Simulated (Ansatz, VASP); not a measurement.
O: VASP beside Ansatz

```
CELL_PARAMETERS angstrom
0.00000 1.70072 4.07927
1.68902 0.00000 4.07927
1.68902 1.70072 0.00000
ATOMIC_POSITIONS crystal
O 0.05219 0.09180 0.90528
O 0.94781 0.90820 0.09472
```

Change from the starting cell: atom 1 moved 0.15 Å; relaxed back.

Alike in both runs: task relaxation of cell and atoms; functional PBE; dispersion D3(BJ); k mesh 14 × 14 × 14; occupations gaussian, width 0.15 eV; no spin polarisation.

|  | VASP | Ansatz |
| --- | --- | --- |
| version | VASP 6.6.1 | Ansatz 0.2.0 |
| potentials or method | VASP PAW PBE potentials, release 64 (O), cutoff 600 eV | scalar-relativistic, plane waves, PAW |
| valence electrons in the cell | 12 | 12 |

|  | VASP | Ansatz | Ansatz less VASP |
| --- | --- | --- | --- |
| gap on the k mesh at the Fermi level, each at its own relaxed structure (eV) | none | none | - |
| relaxed volume (Å³/atom) | 11.29 | 11.78 | +0.487 |
| relaxed cell length with the largest relative difference (Å) | 4.305 | 4.436 | +0.1312 |

A gap of «none» marks a metal or a gap that the smearing closes.

Noted on VASP's run: the standard files for N, O and F lose accuracy on very short bonds; spin is off for a triplet molecule.
